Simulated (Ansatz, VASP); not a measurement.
# One calculation of AlSi16, two programs

```
CELL_PARAMETERS angstrom
0.00000 5.43000 5.43000
5.43000 0.00000 5.43000
5.43000 5.43000 0.00000
ATOMIC_POSITIONS crystal
Si 0.99860 0.99863 0.00138
Si 0.11972 0.11959 0.14097
Si 0.99916 0.99974 0.50192
Si 0.12087 0.12081 0.62040
Si 0.99858 0.50144 0.00140
Si 0.12954 0.62336 0.12382
Si 0.99864 0.50123 0.49894
Si 0.12067 0.63854 0.62013
Si 0.50138 0.99863 0.00138
Si 0.62335 0.12941 0.12389
Si 0.50116 0.99870 0.49898
Si 0.63790 0.12082 0.62041
Si 0.50019 0.50006 0.99956
Si 0.62329 0.62336 0.12382
Si 0.50119 0.50123 0.49894
Si 0.62365 0.62373 0.62896
Al 0.24871 0.24957 0.75298
```

Alike in both runs: functional PBEsol; k mesh 2 × 2 × 2; occupations fermi-dirac, width 0.02 eV; collinear spin.

Ansatz relaxed the structure, and its values are those at the end. VASP's run is a single point on that final structure, the one shown.

|  | VASP | Ansatz |
| --- | --- | --- |
| version | VASP 6.6.1 | Ansatz 0.2.0 |
| potentials or method | VASP PAW PBE potentials, release 64 (Si, Al), cutoff 520 eV | scalar-relativistic, plane waves, PAW |
| valence electrons in the cell | 67 | 67 |

```tsv
	VASP	Ansatz	Ansatz less VASP
rms of the force components (eV/Å)	0.034	0.034	-0.0001
net moment per atom (μB)	0.00	0.00	0.000
```

VASP's potentials were made for PBE, not for PBEsol, and Ansatz warns of the same on its side. The functional is the same, so the differences come from potentials, cutoffs and numerics. Ansatz's warnings: seeded moment not kept.

The k mesh is coarse, so the values compare programs but aren't converged.
